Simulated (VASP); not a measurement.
Here is a VASP 6.6.1 calculation.

Contents of INCAR:

```
PREC = Accurate
ENCUT = 600
EDIFF = 1E-6
ISMEAR = -1
SIGMA = 0.08
LREAL = F
LASPH = T
NELM = 80
ALGO = Normal
ISIF = 3
LWAVE = F
LCHARG = F
GGA = PE
IBRION = 2
NSW = 32
EDIFFG = -0.005
PSTRESS = 23.0
```

The input KPOINTS:

```
regular mesh
0
Gamma
  8 8 11
```

File POSCAR:

```
S
1.0
    6.1384503805      0.0000000000      0.0000000000
   -3.0692251902      5.3160539694      0.0000000000
    0.0000000000      0.0000000000      2.1248262480
S
3
Direct
    0.0000000000      0.0000000000      0.0000000000
    0.3333333333      0.6666666667      0.5000000000
    0.6666666667      0.3333333333      0.5000000000
```

Potentials or basis: VASP PAW PBE potentials, release 64 (S).

The run is started by

```console
$ cat potpaw_PBE.64/S/POTCAR > POTCAR
$ mpirun -np 1 vasp_std > vasp.out
```

(1) Predict the band gap on the k mesh.

(2) Predict the relaxed volume.

(3) Estimate the relaxed cell.

Results:

(1) zero (bands 9 and 10 overlap by 1.92 eV).

(2) 22.96 Å³/atom.

(3) a = 6.124 Å, b = 6.124 Å, c = 2.121 Å, α = 90.00°, β = 90.00°, γ = 120.00°.

Caveat: the cell is relaxed towards a set pressure, so the run minimises the enthalpy, not the energy.
